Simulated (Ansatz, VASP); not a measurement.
**NaAl3O in VASP and in Ansatz**

```xyz
5
Lattice="5.1468 0.0000 0.0000 0.0000 5.1468 0.0000 0.0000 0.0000 5.1468" Properties=species:S:1:pos:R:3 pbc="T T T"
Na    0.0000    0.0000    0.0000
Al    2.5734    0.0000    0.0000
Al    0.0000    2.5734    0.0000
Al    0.0000    0.0000    2.5734
O     2.5734    2.5734    2.5734
```

Alike in both runs: functional PBE; k mesh 4 × 4 × 4; occupations gaussian, width 0.1 eV; no spin polarisation.

Ansatz relaxed the structure, and its values are those at the end. VASP's run is a single point on that final structure, the one shown.

```csv
,VASP,Ansatz
version,VASP 6.6.1,Ansatz 0.2.0
potentials or method,"VASP PAW PBE potentials, release 64 (Na_pv, Al, O), cutoff 520 eV","scalar-relativistic, plane waves, PAW"
valence electrons in the cell,22,24
```

```csv
,VASP,Ansatz,Ansatz less VASP
gap on the k mesh at the Fermi level (eV),none,none,-
pressure (GPa),0.0,0.0,0.00
```

A gap of «none» marks a metal or a gap that the smearing closes. VASP's potentials hold 22 valence electrons a cell and Ansatz's 24, so a difference there can come from the potentials and not from the codes.
